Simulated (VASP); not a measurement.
The system is Se.

```
Se
1.0
    -1.70345    1.70345    1.70345
     1.70345   -1.70345    1.70345
     1.70345    1.70345   -1.70345
Se
1
Cartesian
  0.0000 0.0000 0.0000
```

This isn't the form of Se at room conditions, which is trigonal, of chains.

| Property | Result |
| --- | --- |
| Program | VASP 6.6.1 |
| Task | relaxation of cell and atoms |
| Functional | PBEsol |
| Potentials or basis | VASP PAW PBE potentials, release 64 (Se) |
| Cutoff | 600 eV |
| k mesh | 18 × 18 × 18 |
| Occupations | gaussian, width 0.1 eV |
| Spin | no spin polarisation |

At the start: pressure -2.2 GPa; volume 19.77 Å³/atom.

Question: How do energy, volume and symmetry change on relaxing?

Answer: Over 3 steps the energy falls by 3.6 meV/atom and the volume is 19.25 Å³/atom (-2.6 %); space group Im-3m (No. 229, to 0.1 Å) before and after.

The path:
| step | energy change (eV) | largest force (eV/Å) | pressure (GPa) | volume (Å³) |
| --- | --- | --- | --- | --- |
| 1 | 0.0000 | 0.0000 | -2.18 | 19.77 |
| 2 | -0.0028 | 0.0000 | 1.10 | 19.01 |
| 3 | -0.0036 | 0.0000 | 0.00 | 19.25 |

Final structure:
```yaml
crystal:
  lattice:
    - [-1.68829, 1.68829, 1.68829]
    - [1.68829, -1.68829, 1.68829]
    - [1.68829, 1.68829, -1.68829]
  atoms:
    - { symbol: Se, position: [0.00000, 0.00000, 0.00000] }
```

Caveat: the PAW data sets were made with another functional, which shifts forces and pressure a little.
